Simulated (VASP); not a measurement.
Input of a VASP 6.6.1 run:

The input INCAR:

```
SYSTEM = BN
PREC     = Accurate       ! precision mode
ENCUT    = 600            ! plane-wave cutoff, eV
EDIFF    = 1E-7           ! SCF threshold, eV
ISMEAR   = 0              ! smearing method
SIGMA    = 0.01           ! smearing width, eV
LREAL    = .False.        ! projectors in reciprocal space
LASPH    = .True.         ! aspherical terms in the spheres
NELM     = 60             ! most SCF steps
ALGO     = Normal         ! electronic algorithm
ISIF     = 3              ! what is computed and relaxed
LWAVE    = .False.        ! write WAVECAR
LCHARG   = .False.        ! write CHGCAR
GGA      = PE             ! functional
IVDW     = 12             ! dispersion correction
IBRION   = 2              ! ionic algorithm
NSW      = 80             ! ionic steps
EDIFFG   = -0.001         ! ionic threshold
```

The input KPOINTS:

```
Automatic mesh
0
Gamma
  12 12 12
  0 0 0
```

File POSCAR:

```
BN
1.0
    1.2530569069      0.7234527425      3.2948837603
   -1.2530569069      0.7234527425      3.2948837603
    0.0000000000     -1.4469054850      3.2948837603
B N
1 1
Direct
    0.9996975441      0.9996975441      0.9996975441
    0.3327354559      0.3327354559      0.3327354559
```

Potentials or basis: VASP PAW PBE potentials, release 64 (B, N).

Launch:

```sh
$ cat potpaw_PBE.64/B/POTCAR potpaw_PBE.64/N/POTCAR > POTCAR
$ mpirun -np 1 vasp_std > vasp.out
```

(1) Predict the space group after relaxing (to 0.05 Å).

(2) Estimate the relaxed cell.

Results:

(1) R3m (No. 160).

(2) a = 3.572 Å, b = 3.572 Å, c = 3.572 Å, α = 41.07°, β = 41.07°, γ = 41.07°.
